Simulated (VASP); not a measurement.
## TaN: single point with PBE

Crystal: TaN.

```xyz
2
Lattice="-0.2603 2.0859 2.0859 2.0859 -0.2603 2.0859 2.0859 2.0859 -0.2603" Properties=species:S:1:pos:R:3 pbc="T T T"
Ta    1.9558    1.9558    1.9558
N     0.0000    0.0000    0.0000
```

* Program: VASP 6.6.1
* Task: single point
* Functional: PBE
* Potentials or basis: VASP PAW PBE potentials, release 64 (Ta_sv_GW, N)
* Cutoff: 700 eV
* k mesh: 20 × 20 × 20
* Occupations: gaussian, width 0.15 eV
* Spin: no spin polarisation
* Dipole correction: no
* Further INCAR settings: ALGO = Normal; EDIFF = 1e-06; NBANDS = 16

```json
{
  "Pressure": "1.1 GPa",
  "Band gap on the k mesh": "zero (bands 9 and 10 overlap by 5.54 eV)"
}
```

Stress tensor (GPa, compression positive):
```
 1.05 10.43 10.43
10.43  1.05 10.43
10.43 10.43  1.05
```

Levels at points of the mesh, in eV from the Fermi level:
```
           k point  band 7  band 8  band 9  band 10  band 11  band 12
(0.00, 0.00, 0.00)   -3.59   -2.93   -2.93    -2.79    -0.65     0.78
(0.50, 0.00, 0.00)   -7.40   -5.69    0.31     0.59     4.47     4.55
(0.50, 0.50, 0.00)   -5.08   -4.76   -3.61     1.88     2.55     4.29
(0.50, 0.50, 0.50)   -8.07   -8.07    2.74     3.38     3.38     3.74
```

Wall time 6.2 min on 1 thread of Intel(R) Xeon(R) Platinum 8259CL CPU @ 2.50GHz (Skylake/Cascade Lake), with other jobs on the host, peak memory 0.55 GiB.

Caveat: spin-orbit coupling is left out, which moves the levels of the heavy elements.
